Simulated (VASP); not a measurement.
Wanted: the native input for a VASP 6.6.1 run.

```yaml
Task: single point
Functional: HSE06
Potentials_or_basis: VASP PAW PBE potentials, release 64 (Cs_sv, Sn_d, I)
Cutoff: 520 eV
k_mesh: 2 × 2 × 2
Occupations: gaussian, width 0.01 eV
Spin: no spin polarisation
Dipole_correction: no
Grid_for_exact_exchange_PRECFOCK: Fast
Further_INCAR_settings: ALGO = Normal; EDIFF = 1e-07; NBANDS = 30
Share_of_exact_exchange: 0.25
Screening_parameter: 0.2079 1/Å
```

Crystal: CsSnI3.

```
Cs Sn I
1.0
     6.24149    0.00000    0.00000
     0.00000    6.24149    0.00000
     0.00000    0.00000    6.42874
Cs Sn I
1 1 3
Direct
  0.00000 0.00000 0.00000
  0.50000 0.50000 0.50000
  0.50000 0.50000 0.00000
  0.50000 0.00000 0.50000
  0.00000 0.50000 0.50000
```

This cell differs from its parent crystal: uniaxial z strain +3.0%.

One way to write it, as run:

POSCAR

```
CsSnI3
1.0
    6.2414907048      0.0000000000      0.0000000000
    0.0000000000      6.2414907048      0.0000000000
    0.0000000000      0.0000000000      6.4287354260
Cs Sn I
1 1 3
Direct
    0.0000000000      0.0000000000      0.0000000000
    0.5000000000      0.5000000000      0.5000000000
    0.5000000000      0.5000000000      0.0000000000
    0.5000000000      0.0000000000      0.5000000000
    0.0000000000      0.5000000000      0.5000000000
```

INCAR.step1

```
SYSTEM = CsSnI3
PREC = Accurate ; ENCUT = 520
EDIFF = 1E-5 ; ISMEAR = 0
SIGMA = 0.01 ; LREAL = .False.
LASPH = .True. ; NELM = 100
ALGO = Normal ; ISIF = 2
LWAVE = .True. ; LCHARG = .False.
NBANDS = 30 ; GGA = PE
```

INCAR.step2

```
SYSTEM = CsSnI3
PREC = Accurate ; ENCUT = 520
EDIFF = 1E-7 ; ISMEAR = 0
SIGMA = 0.01 ; LREAL = .False.
LASPH = .True. ; NELM = 100
ALGO = Normal ; ISIF = 2
LWAVE = .False. ; LCHARG = .False.
GGA = PE ; LHFCALC = .True.
HFSCREEN = 0.2079 ; PRECFOCK = Fast
NBANDS = 30 ; ISTART = 1
```

KPOINTS

```
regular mesh
0
Gamma
  2 2 2
  0 0 0
```

Potentials or basis: VASP PAW PBE potentials, release 64 (Cs_sv, Sn_d, I).

Run with:

```bash
$ cat potpaw_PBE.64/Cs_sv/POTCAR potpaw_PBE.64/Sn_d/POTCAR potpaw_PBE.64/I/POTCAR > POTCAR
$ cp INCAR.step1 INCAR
$ mpirun -np 1 vasp_std > vasp.out
$ cp INCAR.step2 INCAR
$ mpirun -np 1 vasp_std > vasp.out
```

It gave:

```json
{"Pressure": "0.8 GPa", "Band gap on the k mesh": "0.85 eV"}
```

Caveat: the k points lie up to 0.50 Å⁻¹ apart; the cell differs from its parent crystal (uniaxial z strain +3.0%); the PAW data sets were made with another functional, which shifts forces and pressure a little; spin-orbit coupling is left out, which moves the levels of the heavy elements.

It took 10 min on 1 thread of Intel(R) Xeon(R) Platinum 8259CL CPU @ 2.50GHz (Skylake/Cascade Lake), with other jobs on the host, peak memory 0.47 GiB.
